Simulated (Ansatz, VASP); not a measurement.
# Two plane-wave programs on P

```
P
1.0
     2.70642    0.00000    0.00000
    -1.35321    2.34383    0.00000
     0.00000    0.00000    4.60523
P
2
Direct
  0.33333 0.66667 0.25000
  0.66667 0.33333 0.75000
```

Alike in both runs: functional PBE; k mesh 6 × 6 × 4; occupations gaussian, width 0.1 eV; no spin polarisation.

Ansatz relaxed the structure, and its values are those at the end. VASP's run is a single point on that final structure, the one shown.

|  | VASP | Ansatz |
| --- | --- | --- |
| version | VASP 6.6.1 | Ansatz 0.2.0 |
| potentials or method | VASP PAW PBE potentials, release 64 (P), cutoff 520 eV | scalar-relativistic, plane waves, PAW |
| valence electrons in the cell | 10 | 10 |

VASP gave:

```
gap on the k mesh at the Fermi level (eV) : none
pressure (GPa)                            : -0.2
```

Problem. Estimate Ansatz's values.

Solution. gap on the k mesh at the Fermi level (eV): none; pressure (GPa): 0.0.

A gap of «none» marks a metal or a gap that the smearing closes. The functional is the same, so the differences come from potentials, cutoffs and numerics.

The k mesh is coarse, so the values compare programs but aren't converged.
